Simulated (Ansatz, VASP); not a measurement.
# MgSe in VASP and in Ansatz

```xyz
2
Lattice="0.0000 2.7246 2.7246 2.7246 0.0000 2.7246 2.7246 2.7246 0.0000" Properties=species:S:1:pos:R:3 pbc="T T T"
Mg    0.0000    0.0000    0.0000
Se    2.7246    2.7246    2.7246
```

Alike in both runs: functional PBEsol; k mesh 8 × 8 × 8; occupations gaussian, width 0.02 eV; no spin polarisation.

Ansatz relaxed the structure, and its values are those at the end. VASP's run is a single point on that final structure, the one shown.

|  | VASP | Ansatz |
| --- | --- | --- |
| version | VASP 6.6.1 | Ansatz 0.2.0 |
| potentials or method | VASP PAW PBE potentials, release 64 (Mg, Se), cutoff 600 eV | scalar-relativistic, plane waves, PAW |
| valence electrons in the cell | 8 | 26 |

|  | VASP | Ansatz | Ansatz less VASP |
| --- | --- | --- | --- |
| gap on the k mesh at the Fermi level (eV) | 1.76 | 1.78 | +0.014 |
| least direct gap on the mesh (eV) | 2.51 | 2.51 | 0.000 |
| pressure (GPa) | 0.0 | 0.0 | +0.04 |

VASP's potentials were made for PBE, not for PBEsol, and Ansatz warns of the same on its side. The functional is the same, so the differences come from potentials, cutoffs and numerics. VASP's potentials hold 8 valence electrons a cell and Ansatz's 26, so a difference there can come from the potentials and not from the codes.
